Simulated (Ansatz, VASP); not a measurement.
# CaSe: VASP beside Ansatz

```
Ca Se
1.0
     0.00000    2.93422    2.93422
     2.93422    0.00000    2.93422
     2.93422    2.93422    0.00000
Ca Se
1 1
Direct
  0.00000 0.00000 0.00000
  0.50000 0.50000 0.50000
```

Alike in both runs: functional PBEsol; k mesh 8 × 8 × 8; occupations gaussian, width 0.02 eV; no spin polarisation.

Ansatz relaxed the structure, and its values are those at the end. VASP's run is a single point on that final structure, the one shown.

|  | VASP | Ansatz |
| --- | --- | --- |
| version | VASP 6.6.1 | Ansatz 0.2.0 |
| potentials or method | VASP PAW PBE potentials, release 64 (Ca_sv, Se), cutoff 520 eV | scalar-relativistic, plane waves, PAW |
| valence electrons in the cell | 16 | 26 |

VASP gave:

| Item | Value |
| --- | --- |
| gap on the k mesh at the Fermi level (eV) | 1.87 |
| least direct gap on the mesh (eV) | 2.84 |
| pressure (GPa) | 0.2 |

Task: What did Ansatz give for the same quantities?

Result: gap on the k mesh at the Fermi level (eV): 1.88; least direct gap on the mesh (eV): 2.85; pressure (GPa): 0.0.

VASP's potentials were made for PBE, not for PBEsol. VASP's potentials hold 16 valence electrons a cell and Ansatz's 26, so a difference there can come from the potentials and not from the codes.
